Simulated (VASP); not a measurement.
# CuI (P4/nmm) in VASP: a series of runs, part 2 of 2

VASP 6.6.1. The steps go on from the part before.

## (4) Single point, PBEsol

This run uses another cell than the first one, of 25.15 Å³/atom.

File INCAR:

```
SYSTEM = CuI
PREC = Accurate
ENCUT = 520
EDIFF = 1E-6
ISMEAR = 0
SIGMA = 0.01
LREAL = .False.
LASPH = .True.
NELM = 60
ALGO = Normal
ISIF = 2
LWAVE = .False.
LCHARG = .False.
GGA = PS
NBANDS = 26
```

File KPOINTS:

```
Automatic mesh
0
Gamma
  6 6 4
  0 0 0
```

File POSCAR:

```
CuI
1.0
    4.1527596765      0.0000000000      0.0000000000
    0.0000000000      4.1527596765      0.0000000000
    0.0000000000      0.0000000000      5.8330020204
Cu I
2 2
Direct
    0.0000000000      0.0000000000      0.0000000000
    0.5000000000      0.5000000000      0.0000000000
    0.0000000000      0.5000000000      0.2913000000
    0.5000000000      0.0000000000      0.7087000000
```

Potentials or basis: VASP PAW PBE potentials, release 64 (Cu, I).

On the command line:

```bash
cat potpaw_PBE.64/Cu/POTCAR potpaw_PBE.64/I/POTCAR > POTCAR
mpirun -np 1 vasp_std > vasp.out
```

OUTCAR:

```text
SYSTEM = CuI
   PREC = Accurate
   ENCUT = 520
   EDIFF = 1E-6
   ISMEAR = 0
   LREAL = .False.
   LASPH = .True.
   NELM = 60
   ISIF = 2
   GGA = PS

 ion  position               nearest neighbor table
   1  0.000  0.000  0.000-   3 2.68   4 2.68   3 2.68   4 2.68
   2  0.500  0.500  0.000-   3 2.68   4 2.68   4 2.68   3 2.68
   3  0.000  0.500  0.291-   1 2.68   2 2.68   1 2.68   2 2.68
   4  0.500  0.000  0.709-   1 2.68   2 2.68   2 2.68   1 2.68

  LATTYP: Found a simple tetragonal cell.
 ALAT       =     4.1527596765
 C/A-ratio  =     1.4046086157

  Lattice vectors:

 A1 = (   4.1527596765,   0.0000000000,   0.0000000000)
 A2 = (   0.0000000000,   4.1527596765,   0.0000000000)
 A3 = (   0.0000000000,   0.0000000000,   5.8330020204)

Analysis of symmetry for initial positions (statically):
=====================================================================
 Subroutine PRICEL returns:
 Original cell was already a primitive cell.

 Routine SETGRP: Setting up the symmetry group for a
 simple tetragonal supercell.

 Subroutine GETGRP returns: Found 16 space group operations
 (whereof  8 operations were pure point group operations)
 out of a pool of 16 trial point group operations.

The static configuration has the point symmetry D_2d.
 The point group associated with its full space group is D_4h.

Analysis of symmetry for dynamics (positions and initial velocities):
=====================================================================
 Subroutine PRICEL returns:
 Original cell was already a primitive cell.

 Routine SETGRP: Setting up the symmetry group for a
 simple tetragonal supercell.

 Subroutine GETGRP returns: Found 16 space group operations
 (whereof  8 operations were pure point group operations)
[... 123 lines left out ...]
   EFERMI_NEDOS =   21; number of points for ismear=-14 and -15
   IALGO  =     38    algorithm
   IMIX   =      4    mixing-type and parameters
     AMIX     =   0.40;   BMIX     =  1.00
     AMIX_MAG =   1.60;   BMIX_MAG =  1.00
  volume/ion in A,a.u.               =      25.15       169.71
  Fermi-wavevector in a.u.,A,eV,Ry     =   1.162306  2.196440 18.380857  1.350955
  Thomas-Fermi vector in A             =   2.298868
   LORBIT       =      0    0 simple, 1 ext, 2 COOP (PROOUT), +10 PAW based schemes
   GGA     = PS    functional components
   LHFCALC =     F    Hartree Fock is set to
   AEXX    =    0.0000 exact exchange contribution
   IVDW    =     0    specifies the selected vdW correction
   LEPSILON=     F    determine dielectric tensor
   LRPA    =     F    only Hartree local field effects (RPA)
 non-spin polarized calculation
 Gauss-broadening in eV      SIGMA  =   0.01
  energy-cutoff  :      520.00
  volume of cell :      100.59
 maximum number of plane-waves:      2728
 NGX is ok and might be reduce to    32
   NGX = 15   NGY = 15   NGZ = 21

 number of electron      35.9999996 magnetization

 Free energy of the ion-electron system (eV)
  ---------------------------------------------------
  ext. energy  EPLUGINS =         0.00000000
  ---------------------------------------------------
  free energy    TOTEN  =       -12.51496612 eV

  energy without entropy =      -12.51496612  energy(sigma->0) =      -12.51496612

 E-fermi :   5.3015     XC(G=0):  -9.7216

 val. band max:        5.2224189133   @ k =   0.0000   0.0000   0.0000
 cond. band min:       6.4771663818   @ k =   0.0000   0.0000   0.0000
 fundamental gap:      1.2547474685
 Fermi energy:         5.3015285568

 k-point     1 :       0.0000    0.0000    0.0000
  band No.  band energies     occupation
      1      -8.9357      2.00000
      2      -7.8761      2.00000
      3      -0.7303      2.00000
      4       1.6315      2.00000
      5       1.6315      2.00000
      6       1.6982      2.00000
[... 685 lines left out ...]
     25      12.9470      0.00000
     26      12.9470      0.00000

 [... further k-points ...]

------------------------ aborting loop because EDIFF is reached ----------------------------------------

  FORCE on cell =-STRESS in cart. coord.  units (eV):
  Direction    XX          YY          ZZ          XY          YZ          ZX
  --------------------------------------------------------------------------------------
  -------------------------------------------------------------------------------------
  Total       -1.6817240     -1.6817240     -1.1652384      0.0000000      0.0000000      0.0000000
  in kB      -26.7854890    -26.7854890    -18.5592163      0.0000000      0.0000000      0.0000000
  external PRESSURE =     -24.0433981 kB  Pullay stress =       0.0000000 kB

 VOLUME and BASIS-vectors are now :
 -----------------------------------------------------------------------------
  energy-cutoff  :      520.00
  volume of cell :      100.59
      direct lattice vectors                 reciprocal lattice vectors
     4.152759676  0.000000000  0.000000000     0.240803725  0.000000000  0.000000000
     0.000000000  4.152759676  0.000000000     0.000000000  0.240803725  0.000000000
     0.000000000  0.000000000  5.833002020     0.000000000  0.000000000  0.171438309

 POSITION                                       TOTAL-FORCE (eV/Angst)
 -----------------------------------------------------------------------------------
      0.00000      0.00000      0.00000        -0.000000     -0.000000      0.000000
      2.07638      2.07638      0.00000         0.000000      0.000000      0.000000
      0.00000      2.07638      1.69915        -0.000000      0.000000     -0.756756
      2.07638      0.00000      4.13385        -0.000000     -0.000000      0.756756
 -----------------------------------------------------------------------------------
    total drift:                                0.000000     -0.000000     -0.000000

  FREE ENERGIE OF THE ION-ELECTRON SYSTEM (eV)
  ---------------------------------------------------
  free  energy   TOTEN  =       -12.5149661236 eV

  energy  without entropy=      -12.5149661236  energy(sigma->0) =      -12.51496612
```

Wall time 67 s (1 thread of Intel Xeon 8259CL, shared host); peak memory 0.25 GiB.

Results:

```yaml
Free_energy: -12.5150 eV
Pressure: -2.4 GPa
Largest_force: 0.757 eV/Å
Band_gap_on_the_k_mesh: 1.25 eV
```

Forces on the atoms (eV/Å):
```
Cu   0.000  0.000  0.000
Cu   0.000  0.000  0.000
I    0.000  0.000 -0.757
I    0.000  0.000  0.757
```

Stress tensor (GPa, compression positive):
```
-2.68  0.00  0.00
 0.00 -2.68  0.00
 0.00  0.00 -1.86
```

Caveat: the PAW data sets were made with another functional, which shifts forces and pressure a little; spin-orbit coupling is left out, which moves the levels of the heavy elements.

## (5) Summary

| cell | gap on the mesh (eV) | pressure (GPa) | largest force (eV/Å) |
| --- | --- | --- | --- |
| a = 4.089, b = 4.089, c = 5.743 Å, 4 atoms | 1.35 | -0.2 | 0.45 |
| a = 4.121, b = 4.121, c = 5.788 Å, 4 atoms | 1.30 | -1.5 | 0.61 |
| a = 4.153, b = 4.153, c = 5.833 Å, 4 atoms | 1.25 | -2.4 | 0.76 |

Alike in all rows: task single point; level PBEsol; potentials or basis VASP PAW PBE potentials, release 64 (Cu, I); no spin polarisation; k mesh 6 × 6 × 4; cutoff (eV) 520; smearing gaussian 0.01 eV.

Caveats: the PAW data sets were made with another functional, which shifts forces and pressure a little; spin-orbit coupling is left out, which moves the levels of the heavy elements.

Absolute energies hang on the potentials; compare differences alone.
